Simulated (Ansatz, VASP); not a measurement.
Nb in VASP and in Ansatz

```
CELL_PARAMETERS angstrom
4.47412 0.00000 0.00000
-2.23706 3.87470 0.00000
0.00000 0.00000 2.49582
ATOMIC_POSITIONS crystal
Nb 0.00000 0.00000 0.00000
Nb 0.33333 0.66667 0.50000
Nb 0.66667 0.33333 0.50000
```

Change from the starting cell: volume scaled by 0.78, LAPW.

Alike in both runs: task single point; functional PBE; k mesh 9 × 9 × 12; occupations fermi-dirac, width 0.05 eV; no spin polarisation.

```csv
,VASP,Ansatz
version,VASP 6.6.1,Ansatz 0.2.0
potentials or method,"VASP PAW PBE potentials, release 64 (Nb_sv), cutoff 520 eV","all-electron LAPW, scalar-relativistic"
```

```csv
,VASP,Ansatz,Ansatz less VASP
pressure (GPa),64.3,64.7,+0.39
"traceless stress, the component that is largest in VASP (GPa)",0.14,-0.03,-0.170
```

Both programs put the cell under a high pressure, so it lies far from rest at this level. Ansatz ran all-electron here, and VASP with PAW potentials.

Noted on VASP's run: the cell as given lies far from equilibrium.
